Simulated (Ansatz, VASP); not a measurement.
GaP: VASP beside Ansatz

Contents of INCAR:

```
SYSTEM = GaP
PREC     = Accurate       ! precision mode
ENCUT    = 520            ! plane-wave cutoff, eV
EDIFF    = 1E-6           ! SCF threshold, eV
ISMEAR   = 0              ! smearing method
SIGMA    = 0.05           ! smearing width, eV
LREAL    = .False.        ! projectors in reciprocal space
LASPH    = .True.         ! aspherical terms in the spheres
NELM     = 80             ! most SCF steps
ALGO     = Normal         ! electronic algorithm
ISIF     = 2              ! what is computed and relaxed
LWAVE    = .False.        ! write WAVECAR
LCHARG   = .False.        ! write CHGCAR
GGA      = PE             ! functional
NBANDS   = 16             ! bands
```

The input KPOINTS:

```
Automatic mesh
0
Gamma
  8 8 8
  0 0 0
```

Contents of POSCAR:

```
GaP
1.0
    0.0000000000      2.8342600000      2.7252500000
    2.7252500000      0.0000000000      2.7252500000
    2.7252500000      2.8342600000      0.0000000000
Ga P
1 1
Direct
    0.0000000000      0.0000000000      0.0000000000
    0.7500000000      0.7500000000      0.7500000000
```

Input for Ansatz:

```yaml
crystal:
  lattice:
    - [0.0, 2.83426, 2.72525]
    - [2.72525, 0.0, 2.72525]
    - [2.72525, 2.83426, 0.0]
  atoms:
    - { symbol: Ga, position: [0.0, 0.0, 0.0] }
    - { symbol: P, position: [0.75, 0.75, 0.75] }
basis:
  ecutwfc: 420
kpoints:
  mp_grid: { grid: [8, 8, 8] }
hamiltonian:
  xc: pbe
scf:
  occupations: { method: gaussian, width: 0.05 }
output:
  forces: true
  stress: true
  eigenvalues: true
```

Change from the starting cell: strain +0.0400 x Voigt [0, 1, 0, 0, 0, 0], atoms carried along.

Alike in both runs: task single point; functional PBE; k mesh 8 × 8 × 8; occupations gaussian, width 0.05 eV; no spin polarisation.

|  | VASP | Ansatz |
| --- | --- | --- |
| version | VASP 6.6.1 | Ansatz 0.2.0 |
| potentials or method | VASP PAW PBE potentials, release 64 (Ga_d, P), cutoff 520 eV | scalar-relativistic, plane waves, PAW |
| valence electrons in the cell | 18 | 18 |

Ansatz gave:

* gap on the k mesh at the Fermi level (eV): 1.42
* least direct gap on the mesh (eV): 1.42
* pressure (GPa): -0.7
* traceless stress, the component that is largest in VASP (GPa): -2.03

Estimate VASP's values.

gap on the k mesh at the Fermi level (eV): 1.42; least direct gap on the mesh (eV): 1.42; pressure (GPa): -0.7; traceless stress, the component that is largest in VASP (GPa): -2.04.

With one functional, cell and mesh, what is left measures potentials, basis and numerics.
